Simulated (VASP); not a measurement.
A run of VASP 6.6.1 is set up as follows.

File INCAR:

```
PREC = Accurate ; ENCUT = 520
EDIFF = 1E-7 ; ISMEAR = 0
SIGMA = 0.1 ; LREAL = False
LASPH = True ; NELM = 60
ALGO = Normal ; ISIF = 2
LWAVE = False ; LCHARG = True
GGA = PE ; LELF = True
LVHAR = True ; NBANDS = 44
```

The input KPOINTS:

```
regular mesh
0
Gamma
  4 4 4
```

Contents of POSCAR:

```
BeGa4N3
1.0
    4.4964136600      0.0000000000      0.0000000000
    0.0000000000      4.4964136600      0.0000000000
    0.0000000000      0.0000000000      4.4964136600
Be Ga N
1 4 3
Direct
    0.0000000000      0.0000000000      0.0000000000
    0.5000000000      0.0000000000      0.0000000000
    0.5000000000      0.5000000000      0.5000000000
    0.0000000000      0.0000000000      0.5000000000
    0.0000000000      0.5000000000      0.0000000000
    0.0000000000      0.5000000000      0.5000000000
    0.5000000000      0.0000000000      0.5000000000
    0.5000000000      0.5000000000      0.0000000000
```

Potentials or basis: VASP PAW PBE potentials, release 64 (Be, Ga_d, N).

Launch:

```bash
$ cat potpaw_PBE.64/Be/POTCAR potpaw_PBE.64/Ga_d/POTCAR potpaw_PBE.64/N/POTCAR > POTCAR
$ mpirun -np 1 vasp_std > vasp.out
```

Estimate the band gap on the k mesh.

zero (an odd number of electrons rules out a gap without spin polarisation).

Predict the pressure.

-2.9 GPa.
